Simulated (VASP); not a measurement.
# AlN (Fm-3m) in VASP: notebook

The runs below take AlN through single point, with revPBE.

Everything below comes from runs of VASP 6.6.1. Logs are shortened: lines on timing, memory, paths and dates and some standing lists are left out, and cuts for length are marked.

**1. The cell of the first run**

The structure is cubic, space group Fm-3m (No. 225). Conventional cell: a = 4.108 Å, b = 4.108 Å, c = 4.108 Å, α = 90.00°, β = 90.00°, γ = 90.00°. Within 2.7 Å of Al (site symmetry m-3m) lie 6 N at 2.05 Å. Within 2.7 Å of N (site symmetry m-3m) lie 6 Al at 2.05 Å.

**2. Single point, revPBE**

The input, INCAR:

```
PREC = Accurate
ENCUT = 520
EDIFF = 1E-6
ISMEAR = 0
SIGMA = 0.05
LREAL = False
LASPH = True
NELM = 60
ALGO = Normal
ISIF = 2
LWAVE = False
LCHARG = False
GGA = RE
NBANDS = 11
```

The input, KPOINTS:

```
regular mesh
0
Gamma
  10 10 10
```

The input, POSCAR:

```
AlN
1.0
    0.0000000000      2.0541512549      2.0541512549
    2.0541512549      0.0000000000      2.0541512549
    2.0541512549      2.0541512549      0.0000000000
Al N
1 1
Direct
    0.0000000000      0.0000000000      0.0000000000
    0.5000000000      0.5000000000      0.5000000000
```

Potentials or basis: VASP PAW PBE potentials, release 64 (Al, N).

Run with:

```sh
> cat potpaw_PBE.64/Al/POTCAR potpaw_PBE.64/N/POTCAR > POTCAR
> mpirun -np 1 vasp_std > vasp.out
```

OUTCAR:

```text
PREC = Accurate
   ENCUT = 520
   EDIFF = 1E-6
   ISMEAR = 0
   LREAL = False
   LASPH = True
   NELM = 60
   ISIF = 2
   GGA = RE

 ion  position               nearest neighbor table
   1  0.000  0.000  0.000-   2 2.05   2 2.05   2 2.05   2 2.05   2 2.05   2 2.05
   2  0.500  0.500  0.500-   1 2.05   1 2.05   1 2.05   1 2.05   1 2.05   1 2.05

  LATTYP: Found a face centered cubic cell.
 ALAT       =     4.1083025098

  Lattice vectors:

 A1 = (   0.0000000000,   2.0541512549,   2.0541512549)
 A2 = (   2.0541512549,   0.0000000000,   2.0541512549)
 A3 = (   2.0541512549,   2.0541512549,   0.0000000000)

Analysis of symmetry for initial positions (statically):
=====================================================================
 Subroutine PRICEL returns:
 Original cell was already a primitive cell.

 Routine SETGRP: Setting up the symmetry group for a
 face centered cubic supercell.

 Subroutine GETGRP returns: Found 48 space group operations
 (whereof 48 operations were pure point group operations)
 out of a pool of 48 trial point group operations.

The static configuration has the point symmetry O_h .

Analysis of symmetry for dynamics (positions and initial velocities):
=====================================================================
 Subroutine PRICEL returns:
 Original cell was already a primitive cell.

 Routine SETGRP: Setting up the symmetry group for a
 face centered cubic supercell.

 Subroutine GETGRP returns: Found 48 space group operations
 (whereof 48 operations were pure point group operations)
 out of a pool of 48 trial point group operations.

The dynamic configuration has the point symmetry O_h .

 Subroutine INISYM returns: Found 48 space group operations
 (whereof 48 operations are pure point group operations),
 and found     1 'primitive' translations

----------------------------------------------------------------------------------------

                                     Primitive cell

  volume of cell :      17.3351

  direct lattice vectors                    reciprocal lattice vectors
     0.000000000  2.054151255  2.054151255    -0.243409534  0.243409534  0.243409534
     2.054151255  0.000000000  2.054151255     0.243409534 -0.243409534  0.243409534
     2.054151255  2.054151255  0.000000000     0.243409534  0.243409534 -0.243409534

  length of vectors
     2.905008564  2.905008564  2.905008564     0.421597680  0.421597680  0.421597680

  position of ions in fractional coordinates (direct lattice)
     0.000000000  0.000000000  0.000000000
     0.500000000  0.500000000  0.500000000

  ion indices of the primitive-cell ions
   primitive index   ion index
                 1           1
                 2           2

----------------------------------------------------------------------------------------

 KPOINTS: regular mesh

Automatic generation of k-mesh.
 Grid dimensions read from file:
 generate k-points for:   10   10   10

 Generating k-lattice:

  Cartesian coordinates                     Fractional coordinates (reciprocal lattice)
    -0.024340953  0.024340953  0.024340953     0.100000000  0.000000000  0.000000000
     0.024340953 -0.024340953  0.024340953     0.000000000  0.100000000  0.000000000
     0.024340953  0.024340953 -0.024340953     0.000000000  0.000000000  0.100000000

  Length of vectors
     0.042159768  0.042159768  0.042159768

  Shift w.r.t. Gamma in fractional coordinates (k-lattice)
     0.000000000  0.000000000  0.000000000

 Subroutine IBZKPT returns following result:
 ===========================================

 Found     47 irreducible k-points:

 Following reciprocal coordinates:
            Coordinates               Weight
  0.000000  0.000000  0.000000      1.000000
  0.100000  0.000000  0.000000      8.000000
  0.200000  0.000000  0.000000      8.000000
  0.300000  0.000000  0.000000      8.000000
  0.400000  0.000000  0.000000      8.000000
  0.500000  0.000000  0.000000      4.000000
[... 16 lines left out ...]
  0.300000  0.300000  0.000000      6.000000
  0.400000  0.300000  0.000000     24.000000
 [... further k-points ...]
   k-points           NKPTS =     47   k-points in BZ     NKDIM =     47   number of bands    NBANDS=     11
   number of dos      NEDOS =    301   number of ions     NIONS =      2
   total plane-waves  NPLWV =  13824
   dimension x,y,z NGX =    24 NGY =   24 NGZ =   24
   dimension x,y,z NGXF=    48 NGYF=   48 NGZF=   48
   ions per type =               1   1
   NGX,Y,Z   is equivalent  to a cutoff of  13.73, 13.73, 13.73 a.u.
   NGXF,Y,Z  is equivalent  to a cutoff of  27.47, 27.47, 27.47 a.u.
 SYSTEM =  unknown system
   PREC   = accura    normal or accurate (medium, high low for compatibility)
   ISTART =      0    job   : 0-new  1-cont  2-samecut
   ICHARG =      2    charge: 1-file 2-atom 10-const
   ISPIN  =      1    spin polarized calculation?
   LNONCOLLINEAR =      F non collinear calculations
   LSORBIT =      F    spin-orbit coupling
   LASPH  =      T    aspherical Exc in radial PAW
   ENCUT  =  520.0 eV  38.22 Ry    6.18 a.u.   5.40  5.40  5.40*2*pi/ulx,y,z
   NELM   =     60;   NELMIN=  2; NELMDL= -5     # of ELM steps
   EDIFF  = 0.1E-05   stopping-criterion for ELM
   LREAL  =      F    real-space projection
   EDIFFG = 0.1E-04   stopping-criterion for IOM
   NSW    =      0    number of steps for IOM
   IBRION =     -1    ionic relax: 0-MD 1-quasi-New 2-CG
   NFREE  =      0    steps in history (QN), initial steepest desc. (CG)
   ISIF   =      2    stress and relaxation
   ISYM   =      2    0-nonsym 1-usesym 2-fastsym
   POTIM  = 0.5000    time-step for ionic-motion
   TEBEG  =    0.0;   TEEND  =   0.0 temperature during run
   PSTRESS=    0.0 pullay stress
   NELECT =       8.0000    total number of electrons
   NUPDOWN=      -1.0000    fix difference up-down
   EMIN   =  10.00;   EMAX   =-10.00  energy-range for DOS
   EFERMI =   0.00;   METHOD = LEGACY
   ISMEAR =     0;   SIGMA  =   0.05  broadening in eV -4-tet -1-fermi 0-gaus
   EFERMI_NEDOS =   21; number of points for ismear=-14 and -15
   IALGO  =     38    algorithm
   IMIX   =      4    mixing-type and parameters
     AMIX     =   0.40;   BMIX     =  1.00
     AMIX_MAG =   1.60;   BMIX_MAG =  1.00
  volume/ion in A,a.u.               =       8.67        58.49
  Fermi-wavevector in a.u.,A,eV,Ry     =   1.265112  2.390716 21.776248  1.600509
  Thomas-Fermi vector in A             =   2.398382
   LORBIT       =      0    0 simple, 1 ext, 2 COOP (PROOUT), +10 PAW based schemes
   GGA     = RE    functional components
   LHFCALC =     F    Hartree Fock is set to
   AEXX    =    0.0000 exact exchange contribution
   IVDW    =     0    specifies the selected vdW correction
   LEPSILON=     F    determine dielectric tensor
   LRPA    =     F    only Hartree local field effects (RPA)
 non-spin polarized calculation
 Gauss-broadening in eV      SIGMA  =   0.05
  energy-cutoff  :      520.00
  volume of cell :       17.34
 maximum number of plane-waves:       483
 NGX is ok and might be reduce to    24
   NGX = 11   NGY = 11   NGZ = 11

 number of electron       8.0000001 magnetization

 Free energy of the ion-electron system (eV)
  ---------------------------------------------------
  ext. energy  EPLUGINS =         0.00000000
  ---------------------------------------------------
  free energy    TOTEN  =       -13.91012614 eV

  energy without entropy =      -13.91012614  energy(sigma->0) =      -13.91012614

 E-fermi :   9.6627     XC(G=0): -11.9919

 val. band max:        9.4450719432   @ k =   0.0000   0.0000   0.0000
 cond. band min:      13.6921844452   @ k =   0.5000   0.5000   0.0000
 fundamental gap:      4.2471125020
 Fermi energy:         9.6627154018

 k-point     1 :       0.0000    0.0000    0.0000
  band No.  band energies     occupation
      1      -7.7191      2.00000
      2       9.4451      2.00000
      3       9.4451      2.00000
      4       9.4451      2.00000
      5      14.4685      0.00000
      6      21.4579      0.00000
      7      21.4579      0.00000
      8      21.4579      0.00000
      9      26.4608      0.00000
     10      26.8757      0.00000
     11      26.8757      0.00000

 k-point     2 :       0.1000    0.0000    0.0000
  band No.  band energies     occupation
      1      -7.5242      2.00000
      2       8.4254      2.00000
      3       9.3322      2.00000
      4       9.3322      2.00000
      5      15.1330      0.00000
      6      20.5546      0.00000
      7      21.7335      0.00000
      8      21.7335      0.00000
      9      25.2275      0.00000
     10      25.2275      0.00000
     11      27.1358      0.00000

 k-point     3 :       0.2000    0.0000    0.0000
  band No.  band energies     occupation
      1      -6.9579      2.00000
      2       6.3386      2.00000
      3       9.0577      2.00000
      4       9.0577      2.00000
      5      15.8907      0.00000
      6      19.9497      0.00000
      7      21.8209      0.00000
      8      21.8209      0.00000
      9      24.7051      0.00000
     10      24.7051      0.00000
     11      26.4374      0.00000

 k-point     4 :       0.3000    0.0000    0.0000
  band No.  band energies     occupation
      1      -6.0950      2.00000
      2       4.1044      2.00000
      3       8.7528      2.00000
      4       8.7528      2.00000
      5      15.7641      0.00000
      6      20.7166      0.00000
      7      21.0365      0.00000
      8      21.0365      0.00000
      9      25.6546      0.00000
     10      26.1897      0.00000
     11      26.1897      0.00000

 k-point     5 :       0.4000    0.0000    0.0000
  band No.  band energies     occupation
      1      -5.1493      2.00000
      2       2.2500      2.00000
      3       8.5282      2.00000
      4       8.5282      2.00000
      5      15.4229      0.00000
      6      20.3648      0.00000
      7      20.3648      0.00000
      8      21.7346      0.00000
      9      25.1925      0.00000
     10      28.3443      0.00000
     11      28.3443      0.00000
[... 211 lines left out ...]
 k-point    21 :      -0.3000    0.2000    0.0000
  band No.  band energies     occupation
      1      -4.9488      2.00000
      2       3.2799      2.00000
      3       5.9508      2.00000
      4       8.3986      2.00000
      5      17.3483      0.00000
      6      18.9772      0.00000
      7      20.4713      0.00000
      8      21.3815      0.00000
      9      26.1577      0.00000
     10      28.1817      0.00000
     11      29.6181      0.00000

 k-point    22 :      -0.2000    0.2000    0.0000
  band No.  band energies     occupation
      1      -5.8161      2.00000
      2       4.6000      2.00000
      3       6.6559      2.00000
      4       8.8187      2.00000
      5      17.6435      0.00000
      6      19.2592      0.00000
      7      19.8361      0.00000
      8      21.5857      0.00000
      9      24.2369      0.00000
     10      28.1119      0.00000
     11      29.3102      0.00000

 k-point    23 :       0.3000    0.3000    0.0000
  band No.  band energies     occupation
      1      -5.5865      2.00000
      2       4.7492      2.00000
      3       7.5168      2.00000
      4       7.5168      2.00000
      5      15.9040      0.00000
      6      16.1764      0.00000
      7      20.7082      0.00000
      8      24.5870      0.00000
      9      24.5870      0.00000
     10      29.5350      0.00000
     11      32.9194      0.00000

 k-point    24 :       0.4000    0.3000    0.0000
  band No.  band energies     occupation
      1      -4.8815      2.00000
      2       3.7780      2.00000
      3       6.7780      2.00000
      4       7.2707      2.00000
      5      15.3002      0.00000
      6      16.2798      0.00000
      7      21.1642      0.00000
      8      24.5361      0.00000
      9      25.2484      0.00000
     10      30.7590      0.00000
     11      33.5948      0.00000

 [... further k-points ...]
[... 5 lines left out ...]
  --------------------------------------------------------------------------------------
  -------------------------------------------------------------------------------------
  Total       -0.4156927     -0.4156927     -0.4156927     -0.0000000     -0.0000000      0.0000000
  in kB      -38.4198549    -38.4198549    -38.4198549     -0.0000000     -0.0000000      0.0000000
  external PRESSURE =     -38.4198549 kB  Pullay stress =       0.0000000 kB

 VOLUME and BASIS-vectors are now :
 -----------------------------------------------------------------------------
  energy-cutoff  :      520.00
  volume of cell :       17.34
      direct lattice vectors                 reciprocal lattice vectors
     0.000000000  2.054151255  2.054151255    -0.243409534  0.243409534  0.243409534
     2.054151255  0.000000000  2.054151255     0.243409534 -0.243409534  0.243409534
     2.054151255  2.054151255  0.000000000     0.243409534  0.243409534 -0.243409534

 POSITION                                       TOTAL-FORCE (eV/Angst)
 -----------------------------------------------------------------------------------
      0.00000      0.00000      0.00000        -0.000000     -0.000000     -0.000000
      2.05415      2.05415      2.05415         0.000000      0.000000      0.000000
 -----------------------------------------------------------------------------------
    total drift:                               -0.000000     -0.000000      0.000000

  FREE ENERGIE OF THE ION-ELECTRON SYSTEM (eV)
  ---------------------------------------------------
  free  energy   TOTEN  =       -13.9101261368 eV

  energy  without entropy=      -13.9101261368  energy(sigma->0) =      -13.91012614
```

Wall time 3.2 s (1 thread of Intel Xeon 6975P-C (Granite Rapids), shared host); peak memory 0.13 GiB.

Results:

- Free energy: -13.9101 eV
- Pressure: -3.8 GPa
- Band gap on the k mesh: 4.25 eV, indirect (least direct gap 5.02 eV)

Levels at points of the mesh, in eV from the valence-band top:
```csv
k point,band 1,band 2,band 3,band 4,band 5,band 6,band 7,band 8
"(0.00, 0.00, 0.00)",-17.16,0.00,0.00,0.00,5.02,12.01,12.01,12.01
"(0.50, 0.00, 0.00)",-14.11,-7.99,-1.00,-1.00,5.84,10.68,10.68,12.68
"(0.50, 0.50, 0.00)",-13.21,-7.06,-2.68,-2.68,4.25,5.37,13.53,16.61
```

Caveat: the PAW data sets were made with another functional, which shifts forces and pressure a little. As with any semilocal functional, this revPBE gap is likely too small.

**3. Single point, revPBE**

This run uses another cell than the first one, of 8.55 Å³/atom, 0.986 times its volume.

The input, INCAR:

```
PREC = Accurate ; ENCUT = 520
EDIFF = 1E-7 ; ISMEAR = 0
SIGMA = 0.05 ; LREAL = False
LASPH = True ; NELM = 80
ALGO = Normal ; ISIF = 2
LWAVE = False ; LCHARG = False
GGA = RE ; NBANDS = 11
```

The input, KPOINTS:

```
Automatic mesh
0
Gamma
  10 10 10
```

The input, POSCAR:

```
AlN
1.0
    0.0000000000      2.0444952668      2.0444952668
    2.0444952668      0.0000000000      2.0444952668
    2.0444952668      2.0444952668      0.0000000000
Al N
1 1
Direct
    0.0000000000      0.0000000000      0.0000000000
    0.5000000000      0.5000000000      0.5000000000
```

Potentials or basis: VASP PAW PBE potentials, release 64 (Al, N).

Run with:

```sh
> cat potpaw_PBE.64/Al/POTCAR potpaw_PBE.64/N/POTCAR > POTCAR
> mpirun -np 1 vasp_std > vasp.out
```

Run time: 5.4 s. Hardware: 1 thread of Intel Xeon 6975P-C, shared host; peak memory 0.13 GiB.

Results (log left out):

| Property | Result |
| --- | --- |
| Free energy | -13.9133 eV |
| Pressure | -0.5 GPa |
| Band gap on the k mesh | 4.38 eV, indirect (least direct gap 5.22 eV) |

Levels at points of the mesh, in eV from the valence-band top:
| k point | band 1 | band 2 | band 3 | band 4 | band 5 | band 6 | band 7 | band 8 |
| --- | --- | --- | --- | --- | --- | --- | --- | --- |
| (0.00, 0.00, 0.00) | -17.29 | 0.00 | 0.00 | 0.00 | 5.22 | 12.06 | 12.06 | 12.06 |
| (0.50, 0.00, 0.00) | -14.18 | -8.08 | -1.02 | -1.02 | 5.93 | 10.79 | 10.79 | 12.89 |
| (0.50, 0.50, 0.00) | -13.26 | -7.16 | -2.71 | -2.71 | 4.38 | 5.35 | 13.70 | 16.83 |

Caveat: the PAW data sets were made with another functional, which shifts forces and pressure a little. A k mesh can miss the band edges.

**4. Single point, revPBE (volume scaled by 1.02)**

The input, INCAR:

```
SYSTEM = AlN
PREC = Accurate
ENCUT = 520
EDIFF = 1E-6
ISMEAR = 0
SIGMA = 0.05
LREAL = .False.
LASPH = .True.
NELM = 100
ALGO = Normal
ISIF = 2
LWAVE = .False.
LCHARG = .True.
GGA = RE
LELF = .True.
LVHAR = .True.
NBANDS = 11
```

The input, KPOINTS:

```
Automatic mesh
0
Gamma
  10 10 10
  0 0 0
```

The input, POSCAR:

```
AlN
1.0
    0.0000000000      2.0580353651      2.0580353651
    2.0580353651      0.0000000000      2.0580353651
    2.0580353651      2.0580353651      0.0000000000
Al N
1 1
Direct
    0.0000000000      0.0000000000      0.0000000000
    0.5000000000      0.5000000000      0.5000000000
```

Run with:

```sh
> cat potpaw_PBE.64/Al/POTCAR potpaw_PBE.64/N/POTCAR > POTCAR
> mpirun -np 1 vasp_std > vasp.out
```

Run time: 4.6 s. Hardware: 1 thread of Intel Xeon 6975P-C, shared host; peak memory 0.13 GiB.

Results (log left out):

```
Free energy            : -13.9074 eV
Pressure               : -5.1 GPa
Band gap on the k mesh : 4.19 eV, indirect (least direct gap 4.95 eV)
```

Levels at points of the mesh, in eV from the valence-band top:
```csv
k point,band 2,band 3,band 4,band 5,band 6,band 7
"(0.00, 0.00, 0.00)",0.00,0.00,0.00,4.95,11.99,11.99
"(0.50, 0.00, 0.00)",-7.96,-0.99,-0.99,5.81,10.64,10.64
"(0.50, 0.50, 0.00)",-7.03,-2.66,-2.66,4.19,5.38,13.47
```

Caveat: the cell differs from its parent crystal (volume scaled by 1.02); the PAW data sets were made with another functional, which shifts forces and pressure a little. A k mesh can miss the band edges.

**5. Summary**

```tsv
cell	gap on the mesh (eV)	pressure (GPa)
a = 2.905 Å, angles 60.0°, 2 atoms	4.25	-3.8
a = 2.891 Å, angles 60.0°, 2 atoms	4.38	-0.5
a = 2.911 Å, angles 60.0°, 2 atoms	4.19	-5.1
```

Alike in all rows: task single point; level revPBE; potentials or basis VASP PAW PBE potentials, release 64 (Al, N); no spin polarisation; k mesh 10 × 10 × 10; cutoff (eV) 520; smearing gaussian 0.05 eV.

Caveats: the PAW data sets were made with another functional, which shifts forces and pressure a little.

Total energies depend on the potentials used, so only differences within one code and one set of settings carry meaning.
